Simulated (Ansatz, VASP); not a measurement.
One calculation of Ni3Ge, two programs

Contents of POSCAR:

```
Ni3Ge
1.0
    3.5303341067      0.0000000000      0.0000000000
    0.0000000000      3.5303341067      0.0000000000
    0.0000000000      0.0000000000      3.5303341067
Ni Ge
3 1
Direct
    0.5000000000      0.0000000000      0.5000000000
    0.0000000000      0.5000000000      0.5000000000
    0.5000000000      0.5000000000      0.0000000000
    0.0000000000      0.0000000000      0.0000000000
```

Contents of INCAR.step1:

```
SYSTEM = Ni3Ge
PREC = Accurate
ENCUT = 520
ISMEAR = 0
SIGMA = 0.1
LREAL = .False.
LASPH = .True.
NELM = 100
NBANDS = 30
GGA = PE
ALGO = Normal
EDIFF = 1E-4
LWAVE = .True.
LCHARG = .False.
```

File INCAR.step2:

```
SYSTEM = Ni3Ge
PREC = Accurate
ENCUT = 520
EDIFF = 1E-7
ISMEAR = 0
SIGMA = 0.1
LREAL = .False.
LASPH = .True.
NELM = 100
ALGO = Normal
ISIF = 2
LWAVE = .False.
LCHARG = .False.
METAGGA = R2SCAN
LMIXTAU = .True.
NBANDS = 30
ISTART = 1
```

KPOINTS

```
regular mesh
0
Gamma
  12 12 12
  0 0 0
```

Input for Ansatz:

```yaml
crystal:
  lattice:
    - [3.5303341067, 0.0, 0.0]
    - [0.0, 3.5303341067, 0.0]
    - [0.0, 0.0, 3.5303341067]
  atoms:
    - { symbol: Ni, position: [0.5, 0.0, 0.5] }
    - { symbol: Ni, position: [0.0, 0.5, 0.5] }
    - { symbol: Ni, position: [0.5, 0.5, 0.0] }
    - { symbol: Ge, position: [0.0, 0.0, 0.0] }
basis:
  ecutwfc: 500
kpoints:
  mp_grid: { grid: [12, 12, 12] }
hamiltonian:
  xc: r2scan
scf:
  occupations: { method: gaussian, width: 0.1 }
output:
  forces: true
  stress: true
  eigenvalues: true
  populations: true
  write_density: true
  write_potential: true
  elf: true
  volumetric_format: npy
```

Alike in both runs: task single point; functional r2SCAN; k mesh 12 × 12 × 12; occupations gaussian, width 0.1 eV; no spin polarisation.

|  | VASP | Ansatz |
| --- | --- | --- |
| version | VASP 6.6.1 | Ansatz 0.2.0 |
| potentials or method | VASP PAW PBE potentials, release 64 (Ni, Ge_d), cutoff 520 eV | scalar-relativistic, plane waves, PAW |
| valence electrons in the cell | 44 | 68 |

|  | VASP | Ansatz | Ansatz less VASP |
| --- | --- | --- | --- |
| gap on the k mesh at the Fermi level (eV) | none | none | - |
| pressure (GPa) | 0.8 | 0.4 | -0.34 |

VASP's potentials were made for PBE, not for r2SCAN. A gap of «none» marks a metal or a gap that the smearing closes. VASP's potentials hold 44 valence electrons a cell and Ansatz's 68, so a difference there can come from the potentials and not from the codes.
